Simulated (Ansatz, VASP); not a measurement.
SbRh3 in VASP and in Ansatz

The input INCAR:

```
SYSTEM = SbRh3
ALGO = Normal ; EDIFF = 1E-6
ENCUT = 520 ; ISIF = 2
ISMEAR = -1 ; LASPH = .TRUE.
LCHARG = .TRUE. ; LELF = .TRUE.
LREAL = .FALSE. ; LVHAR = .TRUE.
LWAVE = .FALSE. ; NBANDS = 33
NELM = 80 ; PREC = Accurate
SIGMA = 0.2
```

File KPOINTS:

```
k-points
0
G
  6 6 6
  0 0 0
```

File POSCAR:

```
SbRh3
1.0
    3.9024795848      0.0000000000      0.0000000000
    0.0000000000      3.9024795848      0.0000000000
    0.0000000000      0.0000000000      3.9024795848
Sb Rh
1 3
Direct
    0.0000000000      0.0000000000      0.0000000000
    0.5000000000      0.5000000000      0.0000000000
    0.5000000000      0.0000000000      0.5000000000
    0.0000000000      0.5000000000      0.5000000000
```

Input for Ansatz:

```yaml
crystal:
  lattice:
    - [3.9024795848184235, 0.0, 0.0]
    - [0.0, 3.9024795848184235, 0.0]
    - [0.0, 0.0, 3.9024795848184235]
  atoms:
    - { symbol: Sb, position: [0.0, 0.0, 0.0] }
    - { symbol: Rh, position: [0.5, 0.5, 0.0] }
    - { symbol: Rh, position: [0.5, 0.0, 0.5] }
    - { symbol: Rh, position: [0.0, 0.5, 0.5] }
basis:
  ecutwfc: 530.0
  ecutrho_ratio: 6
kpoints:
  mp_grid:
    grid: [6, 6, 6]
hamiltonian:
  xc: lda
scf:
  n_extra_bands: 12
  occupations:
    method: fermi_dirac
    width: 0.2
output:
  stress: true
```

Alike in both runs: task single point; functional LDA; k mesh 6 × 6 × 6; occupations fermi-dirac, width 0.2 eV; no spin polarisation.

|  | VASP | Ansatz |
| --- | --- | --- |
| version | VASP 6.6.1 | Ansatz 0.2.0 |
| potentials or method | VASP PAW LDA potentials, release 64 (Sb, Rh_pv), cutoff 520 eV | plane waves, PAW |
| valence electrons in the cell | 50 | 66 |

|  | VASP | Ansatz | Ansatz less VASP |
| --- | --- | --- | --- |
| pressure (GPa) | -3.1 | -3.7 | -0.60 |

LDA's correlation is that of Perdew and Zunger in VASP and of Perdew and Wang (1992) in Ansatz. VASP's potentials hold 50 valence electrons a cell and Ansatz's 66, so a difference there can come from the potentials and not from the codes.

Spin-orbit coupling is off throughout.
